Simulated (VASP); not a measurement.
Write the native input for VASP 6.6.1 that does the following.

```yaml
Task: relaxation of cell and atoms
Functional: PBE
Potentials_or_basis: VASP PAW PBE potentials, release 64 (Mg, Cd, Te)
Cutoff: 600 eV
k_mesh: 6 × 6 × 6
Occupations: gaussian, width 0.1 eV
Spin: no spin polarisation
Dipole_correction: no
Further_INCAR_settings: ALGO = Fast; EDIFF = 1e-06; IBRION = 2; EDIFFG = -0.01; NSW = 100; ISIF = 3
```

The structure of Mg3Cd2Te3 lies in POSCAR:

```
Mg3Cd2Te3
1.0
    6.0710723763      0.0000000000      0.0000000000
    0.0000000000      6.0710723763      0.0000000000
    0.0000000000      0.0000000000      6.0710723763
Mg Cd Te
3 2 3
Direct
    0.5000000000      0.0000000000      0.0000000000
    0.0000000000      0.5000000000      0.0000000000
    0.0000000000      0.0000000000      0.5000000000
    0.0000000000      0.0000000000      0.0000000000
    0.5000000000      0.5000000000      0.5000000000
    0.0000000000      0.5000000000      0.5000000000
    0.5000000000      0.0000000000      0.5000000000
    0.5000000000      0.5000000000      0.0000000000
```

The cell was generated, and may not be a known phase.

The input as run:

INCAR

```
PREC = Accurate
ENCUT = 600
EDIFF = 1E-6
ISMEAR = 0
SIGMA = 0.1
LREAL = False
LASPH = True
NELM = 100
ALGO = Fast
ISIF = 3
LWAVE = False
LCHARG = False
GGA = PE
IBRION = 2
NSW = 100
EDIFFG = -0.01
```

KPOINTS

```
Automatic mesh
0
Gamma
  6 6 6
```

Potentials or basis: VASP PAW PBE potentials, release 64 (Mg, Cd, Te).

Command:

```bash
$ cat potpaw_PBE.64/Mg/POTCAR potpaw_PBE.64/Cd/POTCAR potpaw_PBE.64/Te/POTCAR > POTCAR
$ mpirun -np 1 vasp_std > vasp.out
```

It gave:

* Relaxed volume: 27.46 Å³/atom
* Relaxed cell: a = 6.034 Å, b = 6.034 Å, c = 6.034 Å, α = 90.00°, β = 90.00°, γ = 90.00°
* Space group after relaxing (to 0.1 Å): Pm-3m (No. 221)
* Energy gained by relaxing: 1.3 meV/atom
* Ionic steps: 2
* Pressure after relaxing: -0.1 GPa
* Band gap on the k mesh: zero (bands 24 and 25 overlap by 1.95 eV)

Caveat: spin-orbit coupling is left out, which moves the levels of the heavy elements.

Wall time 4.6 min on 1 thread of Intel(R) Xeon(R) Platinum 8488C (Sapphire Rapids) (shared host), peak memory 0.47 GiB.
